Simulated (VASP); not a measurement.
Runs of VASP 6.6.1 on HfB. The structure is that of space group Fm-3m (No. 225), or close to it. The cells are those of the table. 

```tsv
task	level	spin	cell	cutoff (eV)	smearing	gap on the mesh (eV)	pressure (GPa)
single point	r2SCAN	off	a = 3.354 Å, angles 60.0°, 2 atoms	520	fermi-dirac 0.05 eV	none	10.1
single point	r2SCAN	off	a = 3.304 Å, angles 60.0°, 2 atoms	520	fermi-dirac 0.05 eV	none	(a)
single point	revPBE+D3(BJ)	off	a = 3.131 Å, angles 60.0°, 2 atoms	500	methfessel-paxton 0.1 eV	none	(b)
single point	r2SCAN	off	a = 3.382 Å, angles 60.0°, 2 atoms	520	fermi-dirac 0.05 eV	none	5.0
single point	r2SCAN	non-collinear, zero start, SOC	a = 3.267 Å, angles 60.0°, 2 atoms	550	methfessel-paxton 0.1 eV	-	29.0
single point	r2SCAN	off	a = 3.413 Å, angles 60.0°, 2 atoms	520	fermi-dirac 0.05 eV	none	-0.1
relaxation of cell and atoms	r2SCAN	off	relaxed to 30 GPa from a = 3.267 Å, angles 60.0°, 2 atoms	600	fermi-dirac 0.05 eV	none	30.1
relaxation of cell and atoms	r2SCAN	off	relaxed from a = 3.267 Å, angles 60.0°, 2 atoms	600	fermi-dirac 0.05 eV	none	0.0
relaxation of cell and atoms	r2SCAN	off	relaxed to 10 GPa from a = 3.267 Å, angles 60.0°, 2 atoms	600	fermi-dirac 0.05 eV	none	9.9
single point	r2SCAN	off	a = 3.262 Å, angles 60.0°, 2 atoms	520	fermi-dirac 0.05 eV	none	30.8
relaxation of cell and atoms	r2SCAN	off	relaxed to 20 GPa from a = 3.267 Å, angles 60.0°, 2 atoms	600	fermi-dirac 0.05 eV	none	20.0
relaxation of cell and atoms	r2SCAN	off	relaxed to 5 GPa from a = 3.267 Å, angles 60.0°, 2 atoms	600	fermi-dirac 0.05 eV	none	4.9
```

Alike in all rows: potentials or basis VASP PAW PBE potentials, release 64 (Hf_pv, B); k mesh 10 × 10 × 10.

**Question.** Estimate the missing entries.

**Answer.** (a) 20.4; (b) 65.6.

Caveats: the PAW data sets were made with another functional, which shifts forces and pressure a little; spin-orbit coupling is left out, which moves the levels of the heavy elements (at least some runs); the cell stands under pressure (at least some runs); the cell is relaxed towards a set pressure, so the run minimises the enthalpy, not the energy (at least some runs).

A k mesh can miss the band edges, and rows without SOC leave out spin-orbit coupling on Hf.

A gap of «none» marks levels without a gap at the run's occupations.
